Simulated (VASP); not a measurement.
# BiTe (R-3m) in VASP: further runs

BiTe is run at these levels: PBE-based screened hybrid with 15 % exact exchange, PBE-based screened hybrid with 20 % exact exchange; tasks: single point.

All numbers are computed with VASP 6.6.1; they aren't measurements. Logs are shortened: lines on timing, memory, paths and dates and some standing lists are left out, and cuts for length are marked.

## Step 1: The cell of the first run

It takes space group R-3m (No. 166, trigonal). Conventional cell: a = 4.845 Å, b = 4.845 Å, c = 9.952 Å, α = 90.00°, β = 90.00°, γ = 120.00°. Bi (site symmetry -3m) has 6 Te at 3.25 Å and 6 Bi at 4.34 Å within 4.4 Å. Within 4.4 Å of Te (site symmetry -3m) lie 6 Bi at 3.25 Å and 6 Te at 4.34 Å.

## Step 2: Single point, PBE-based screened hybrid with 15 % exact exchange

POSCAR reads:

```
BiTe
1.0
    2.4227077728      1.3987509848      3.3172919545
   -2.4227077728      1.3987509848      3.3172919545
    0.0000000000     -2.7975019696      3.3172919545
Bi Te
1 1
Direct
    0.5000000000      0.5000000000      0.5000000000
    0.0000000000      0.0000000000      0.0000000000
```

INCAR.step1 reads:

```
ALGO = Normal
EDIFF = 1E-5
ENCUT = 520
GGA = PE
ISIF = 2
ISMEAR = -1
LASPH = T
LCHARG = F
LREAL = F
LWAVE = T
NBANDS = 18
NELM = 80
PREC = Accurate
SIGMA = 0.05
```

INCAR.step2 reads:

```
AEXX = 0.15
ALGO = Normal
EDIFF = 1E-6
ENCUT = 520
GGA = PE
HFSCREEN = 0.2
ISIF = 2
ISMEAR = -1
ISTART = 1
LASPH = T
LCHARG = F
LHFCALC = T
LREAL = F
LWAVE = F
NBANDS = 18
NELM = 80
PREC = Accurate
PRECFOCK = Normal
SIGMA = 0.05
```

KPOINTS reads:

```
k-points
0
Gamma
  4 4 4
```

Potentials or basis: VASP PAW PBE potentials, release 64 (Bi_d, Te).

Run with:

```
$ cat potpaw_PBE.64/Bi_d/POTCAR potpaw_PBE.64/Te/POTCAR > POTCAR
$ cp INCAR.step1 INCAR
$ mpirun -np 1 vasp_std > vasp.out
$ cp INCAR.step2 INCAR
$ mpirun -np 1 vasp_std > vasp.out
```

OUTCAR:

```text
AEXX = 0.15
   EDIFF = 1E-6
   ENCUT = 520
   GGA = PE
   HFSCREEN = 0.2
   ISIF = 2
   ISMEAR = -1
   ISTART = 1
   LASPH = T
   LHFCALC = T
   LREAL = F
   NELM = 80
   PREC = Accurate
   PRECFOCK = Normal

 ion  position               nearest neighbor table
   1  0.500  0.500  0.500-   2 3.25   2 3.25   2 3.25   2 3.25   2 3.25   2 3.25
   2  0.000  0.000  0.000-   1 3.25   1 3.25   1 3.25   1 3.25   1 3.25   1 3.25

  LATTYP: Found a trigonal (rhomboedric) cell.
 ALAT       =     4.3394058558
 COS(alpha) =     0.3765932224

  Lattice vectors:

 A1 = (   2.4227077728,   1.3987509848,   3.3172919545)
 A2 = (  -2.4227077728,   1.3987509848,   3.3172919545)
 A3 = (   0.0000000000,  -2.7975019696,   3.3172919545)

Analysis of symmetry for initial positions (statically):
=====================================================================
 Subroutine PRICEL returns:
 Original cell was already a primitive cell.

 Routine SETGRP: Setting up the symmetry group for a
 trigonal (rhombohedral) supercell.

 Subroutine GETGRP returns: Found 12 space group operations
 (whereof 12 operations were pure point group operations)
 out of a pool of 12 trial point group operations.

The static configuration has the point symmetry D_3d.

Analysis of symmetry for dynamics (positions and initial velocities):
=====================================================================
 Subroutine PRICEL returns:
 Original cell was already a primitive cell.

 Routine SETGRP: Setting up the symmetry group for a
 trigonal (rhombohedral) supercell.

 Subroutine GETGRP returns: Found 12 space group operations
 (whereof 12 operations were pure point group operations)
 out of a pool of 12 trial point group operations.

The dynamic configuration has the point symmetry D_3d.

 Subroutine INISYM returns: Found 12 space group operations
 (whereof 12 operations are pure point group operations),
 and found     1 'primitive' translations

----------------------------------------------------------------------------------------

                                     Primitive cell

  volume of cell :      67.4491

  direct lattice vectors                    reciprocal lattice vectors
     2.422707773  1.398750985  3.317291954     0.206380648  0.119153923  0.100483568
    -2.422707773  1.398750985  3.317291954    -0.206380648  0.119153923  0.100483568
     0.000000000 -2.797501970  3.317291954     0.000000000 -0.238307845  0.100483568

  length of vectors
     4.339405856  4.339405856  4.339405856     0.258626326  0.258626326  0.258626326

  position of ions in fractional coordinates (direct lattice)
     0.500000000  0.500000000  0.500000000
     0.000000000  0.000000000  0.000000000

  ion indices of the primitive-cell ions
   primitive index   ion index
                 1           1
                 2           2

----------------------------------------------------------------------------------------

 KPOINTS: k-points

Automatic generation of k-mesh.
 Grid dimensions read from file:
 generate k-points for:    4    4    4

 Generating k-lattice:

  Cartesian coordinates                     Fractional coordinates (reciprocal lattice)
     0.051595162  0.029788481  0.025120892     0.250000000  0.000000000  0.000000000
    -0.051595162  0.029788481  0.025120892     0.000000000  0.250000000  0.000000000
     0.000000000 -0.059576961  0.025120892     0.000000000  0.000000000  0.250000000

  Length of vectors
     0.064656582  0.064656582  0.064656582

  Shift w.r.t. Gamma in fractional coordinates (k-lattice)
     0.000000000  0.000000000  0.000000000

 Subroutine IBZKPT returns following result:
 ===========================================

 Found     13 irreducible k-points:

 Following reciprocal coordinates:
            Coordinates               Weight
  0.000000  0.000000  0.000000      1.000000
  0.250000 -0.000000  0.000000      6.000000
  0.500000 -0.000000  0.000000      3.000000
  0.250000  0.250000  0.000000      6.000000
  0.500000  0.250000 -0.000000     12.000000
 -0.250000  0.250000  0.000000      6.000000
  0.500000  0.500000  0.000000      3.000000
  0.250000  0.250000  0.250000      2.000000
  0.500000  0.250000  0.250000      6.000000
 -0.250000  0.250000  0.250000      6.000000
  0.500000  0.500000  0.250000      6.000000
 -0.250000  0.500000  0.250000      6.000000
  0.500000  0.500000  0.500000      1.000000
   k-points           NKPTS =     13   k-points in BZ     NKDIM =     64   number of bands    NBANDS=     18
   number of dos      NEDOS =    301   number of ions     NIONS =      2
   total plane-waves  NPLWV =  32768
   dimension x,y,z NGX =    32 NGY =   32 NGZ =   32
   dimension x,y,z NGXF=    64 NGYF=   64 NGZF=   64
   ions per type =               1   1
   NGX,Y,Z   is equivalent  to a cutoff of  12.26, 12.26, 12.26 a.u.
   NGXF,Y,Z  is equivalent  to a cutoff of  24.52, 24.52, 24.52 a.u.
 SYSTEM =  unknown system
   PREC   = accura    normal or accurate (medium, high low for compatibility)
   ISTART =      1    job   : 0-new  1-cont  2-samecut
   ICHARG =      0    charge: 1-file 2-atom 10-const
   ISPIN  =      1    spin polarized calculation?
   LNONCOLLINEAR =      F non collinear calculations
   LSORBIT =      F    spin-orbit coupling
   LASPH  =      T    aspherical Exc in radial PAW
   ENCUT  =  520.0 eV  38.22 Ry    6.18 a.u.   8.07  8.07  8.07*2*pi/ulx,y,z
   NELM   =     80;   NELMIN=  2; NELMDL=  0     # of ELM steps
   EDIFF  = 0.1E-05   stopping-criterion for ELM
   LREAL  =      F    real-space projection
   EDIFFG = 0.1E-04   stopping-criterion for IOM
   NSW    =      0    number of steps for IOM
   IBRION =     -1    ionic relax: 0-MD 1-quasi-New 2-CG
   NFREE  =      0    steps in history (QN), initial steepest desc. (CG)
   ISIF   =      2    stress and relaxation
   ISYM   =      3    0-nonsym 1-usesym 2-fastsym
   POTIM  = 0.5000    time-step for ionic-motion
   TEBEG  =    0.0;   TEEND  =   0.0 temperature during run
   PSTRESS=    0.0 pullay stress
   NELECT =      21.0000    total number of electrons
   NUPDOWN=      -1.0000    fix difference up-down
   EMIN   =  10.00;   EMAX   =-10.00  energy-range for DOS
   EFERMI =   0.00;   METHOD = LEGACY
   ISMEAR =    -1;   SIGMA  =   0.05  broadening in eV -4-tet -1-fermi 0-gaus
   EFERMI_NEDOS =   21; number of points for ismear=-14 and -15
   IALGO  =     38    algorithm
   IMIX   =      1    mixing-type and parameters
     AMIX     =   0.40;   BMIX     =  1.00
     AMIX_MAG =   1.60;   BMIX_MAG =  1.00
  volume/ion in A,a.u.               =      33.72       227.58
  Fermi-wavevector in a.u.,A,eV,Ry     =   1.109573  2.096789 16.750837  1.231152
  Thomas-Fermi vector in A             =   2.246114
   LORBIT       =      0    0 simple, 1 ext, 2 COOP (PROOUT), +10 PAW based schemes
   GGA     = PE    functional components
   LHFCALC =     T    Hartree Fock is set to
   PRECFOCK=normal    Normal, Fast or Accurate (Low or Medium for compatibility)
   ENCUT4O =  -1.0   cutoff for four orbital integrals eV
   NKREDX  =     1    reduce k-point grid by
   NKREDY  =     1    reduce k-point grid by
   NKREDZ  =     1    reduce k-point grid by
   AEXX    =    0.1500 exact exchange contribution
   HFSCREEN=    0.2000 screening length (either q_TF or 0.3 A-1)
   HFSCREENC=   0.2000 screening length for correlation (either q_TF or 0.3 A-1)
   ENCUTFOCK=  -1.0 apply spherical cutoff to Coloumb kernel
   IVDW    =     0    specifies the selected vdW correction
   LEPSILON=     F    determine dielectric tensor
   LRPA    =     F    only Hartree local field effects (RPA)
 non-spin polarized calculation
  energy-cutoff  :      520.00
  volume of cell :       67.45
 maximum number of plane-waves:      1830
  NGX = 28; NGY = 28; NGZ = 28

 number of electron      20.9999996 magnetization

 Free energy of the ion-electron system (eV)
  ---------------------------------------------------
  ext. energy  EPLUGINS =         0.00000000
  ---------------------------------------------------
  free energy    TOTEN  =        -8.07581389 eV

  energy without entropy =       -8.06651678  energy(sigma->0) =       -8.07116533

 E-fermi :   6.7075     XC(G=0):  -8.5270

 val. band max:        6.4090322895   @ k =   0.2500   0.2500   0.2500
 cond. band min:       6.7246611213   @ k =  -0.2500   0.2500   0.0000
 fundamental gap:      0.3156288318
 Fermi energy:         6.7074548481

 k-point     1 :       0.0000    0.0000    0.0000
  band No.  band energies     occupation
      1     -17.9466      2.00000
      2     -17.9466      2.00000
      3     -17.9391      2.00000
      4     -17.9391      2.00000
      5     -17.9237      2.00000
      6      -7.7729      2.00000
[... 10 lines left out ...]
     17      13.5490      0.00000
     18      13.7815      0.00000

 k-point     2 :       0.2500   -0.0000    0.0000
  band No.  band energies     occupation
      1     -17.9471      2.00000
      2     -17.9464      2.00000
      3     -17.9415      2.00000
      4     -17.9353      2.00000
      5     -17.9221      2.00000
      6      -7.2096      2.00000
[... 10 lines left out ...]
     17      15.4256      0.00000
     18      16.0761      0.00000

 k-point     3 :       0.5000   -0.0000    0.0000
  band No.  band energies     occupation
      1     -17.9484      2.00000
      2     -17.9481      2.00000
      3     -17.9415      2.00000
      4     -17.9326      2.00000
      5     -17.9187      2.00000
      6      -5.7645      2.00000
[... 10 lines left out ...]
     17      14.8083      0.00000
     18      17.7316      0.00000

 k-point     4 :       0.2500    0.2500    0.0000
  band No.  band energies     occupation
      1     -17.9516      2.00000
      2     -17.9450      2.00000
      3     -17.9402      2.00000
      4     -17.9308      2.00000
      5     -17.9223      2.00000
      6      -7.0077      2.00000
[... 144 lines left out ...]
      4     -17.9227      2.00000
      5     -17.9222      2.00000
      6      -5.7335      2.00000
[... 10 lines left out ...]
     17      16.6127      0.00000
     18      17.3681      0.00000

 k-point    12 :      -0.2500    0.5000    0.2500
  band No.  band energies     occupation
      1     -17.9551      2.00000
      2     -17.9475      2.00000
      3     -17.9339      2.00000
      4     -17.9279      2.00000
      5     -17.9202      2.00000
      6      -5.2861      2.00000
[... 10 lines left out ...]
     17      16.0133      0.00000
     18      17.9899      0.00000

 k-point    13 :       0.5000    0.5000    0.5000
  band No.  band energies     occupation
      1     -17.9545      2.00000
      2     -17.9545      2.00000
      3     -17.9262      2.00000
      4     -17.9230      2.00000
      5     -17.9230      2.00000
      6      -5.3960      2.00000
[... 10 lines left out ...]
     17      16.0875      0.00000
     18      17.0603      0.00000

------------------------ aborting loop because EDIFF is reached ----------------------------------------

  FORCE on cell =-STRESS in cart. coord.  units (eV):
  Direction    XX          YY          ZZ          XY          YZ          ZX
  --------------------------------------------------------------------------------------
  -------------------------------------------------------------------------------------
  Total       -0.5747626     -0.5747626     -0.3736904      0.0000000      0.0000000      0.0000000
  in kB      -13.6528294    -13.6528294     -8.8765891      0.0000000      0.0000000      0.0000000
  external PRESSURE =     -12.0607493 kB  Pullay stress =       0.0000000 kB

 VOLUME and BASIS-vectors are now :
 -----------------------------------------------------------------------------
  energy-cutoff  :      520.00
  volume of cell :       67.45
      direct lattice vectors                 reciprocal lattice vectors
     2.422707773  1.398750985  3.317291954     0.206380648  0.119153923  0.100483568
    -2.422707773  1.398750985  3.317291954    -0.206380648  0.119153923  0.100483568
     0.000000000 -2.797501970  3.317291954     0.000000000 -0.238307845  0.100483568

 POSITION                                       TOTAL-FORCE (eV/Angst)
 -----------------------------------------------------------------------------------
      0.00000      0.00000      4.97594         0.000000      0.000000      0.000000
      0.00000      0.00000      0.00000        -0.000000      0.000000      0.000000
 -----------------------------------------------------------------------------------
    total drift:                                0.000001      0.000000      0.000001

  FREE ENERGIE OF THE ION-ELECTRON SYSTEM (eV)
  ---------------------------------------------------
  free  energy   TOTEN  =        -8.0758138864 eV

  energy  without entropy=       -8.0665167801  energy(sigma->0) =       -8.07116533
```

Run time: 34 min. Hardware: 1 thread of Oxide Virtual Turin-like, shared host; peak memory 0.27 GiB.

Results:

```yaml
Free_energy: -8.0758 eV
Pressure: -1.2 GPa
Band_gap_on_the_k_mesh: zero (an odd number of electrons rules out a gap without spin polarisation)
```

Stress tensor (GPa, compression positive):
```
-1.37  0.00  0.00
 0.00 -1.37  0.00
 0.00  0.00 -0.89
```

Levels at points of the mesh, in eV from the Fermi level:
```
           k point  band 7  band 8  band 9  band 10  band 11  band 12  band 13  band 14
(0.00, 0.00, 0.00)   -8.81   -3.30   -3.30    -1.94     1.97     2.68     2.68     4.19
(0.50, 0.00, 0.00)  -12.15   -2.17   -2.12    -1.26    -1.09    -0.72     0.29     6.93
(0.50, 0.50, 0.00)  -10.66   -6.19   -4.99    -3.74     2.47     3.23     3.81     4.85
(0.50, 0.50, 0.50)  -11.69   -2.69   -2.69    -2.53    -1.76    -1.43    -1.43     8.27
```

Caveat: the k points lie up to 0.41 Å⁻¹ apart, too coarse for converged energies and pressures of a metal; the PAW data sets were made with another functional, which shifts forces and pressure a little; spin-orbit coupling is left out, which moves the levels of the heavy elements; an odd number of electrons without spin polarisation forces a metal; a magnetic or distorted state may lie lower.

## Step 3: Single point, PBE-based screened hybrid with 20 % exact exchange

POSCAR is that of step 2.

INCAR.step1 reads:

```
PREC = Accurate
ENCUT = 520
EDIFF = 1E-5
ISMEAR = -1
SIGMA = 0.05
LREAL = False
LASPH = True
NELM = 100
ALGO = Normal
ISIF = 2
LWAVE = True
GGA = PE
NBANDS = 18
```

INCAR.step2 reads:

```
PREC = Accurate
ENCUT = 520
EDIFF = 1E-6
ISMEAR = -1
SIGMA = 0.05
LREAL = False
LASPH = True
NELM = 100
ALGO = Normal
ISIF = 2
LWAVE = False
LCHARG = True
GGA = PE
LHFCALC = True
AEXX = 0.2
HFSCREEN = 0.2
PRECFOCK = Normal
LELF = True
LVHAR = True
ISTART = 1
NBANDS = 18
```

KPOINTS reads:

```
Automatic mesh
0
Gamma
  4 4 4
```

Potentials or basis: VASP PAW PBE potentials, release 64 (Bi_d, Te).

Run with:

```
$ cat potpaw_PBE.64/Bi_d/POTCAR potpaw_PBE.64/Te/POTCAR > POTCAR
$ cp INCAR.step1 INCAR
$ mpirun -np 1 vasp_std > vasp.out
$ cp INCAR.step2 INCAR
$ mpirun -np 1 vasp_std > vasp.out
```

It took 39 min on 1 thread of Oxide Virtual Turin-like, shared host; peak memory 0.28 GiB.

Results (log left out):

- Free energy: -8.3811 eV
- Pressure: -1.6 GPa
- Band gap on the k mesh: zero (an odd number of electrons rules out a gap without spin polarisation)

Stress tensor (GPa, compression positive):
```
-1.78  0.00  0.00
 0.00 -1.78  0.00
 0.00  0.00 -1.24
```

Levels at points of the mesh, in eV from the Fermi level:
```csv
k point,band 6,band 7,band 8,band 9,band 10,band 11,band 12,band 13,band 14,band 15
"(0.00, 0.00, 0.00)",-14.79,-8.96,-3.41,-3.41,-2.02,2.03,2.75,2.75,4.25,4.25
"(0.50, 0.00, 0.00)",-12.74,-12.39,-2.25,-2.19,-1.31,-1.10,-0.73,0.30,7.03,7.20
"(0.50, 0.50, 0.00)",-12.81,-10.87,-6.36,-5.13,-3.86,2.52,3.31,3.90,4.96,8.54
"(0.50, 0.50, 0.50)",-12.37,-11.91,-2.78,-2.78,-2.61,-1.80,-1.47,-1.47,8.38,8.95
```

Caveat: the k points lie up to 0.41 Å⁻¹ apart, too coarse for converged energies and pressures of a metal; the PAW data sets were made with another functional, which shifts forces and pressure a little; spin-orbit coupling is left out, which moves the levels of the heavy elements; an odd number of electrons without spin polarisation forces a metal; a magnetic or distorted state may lie lower.

The gap in the log of VASP goes by the Fermi energy; the results here count the filled bands.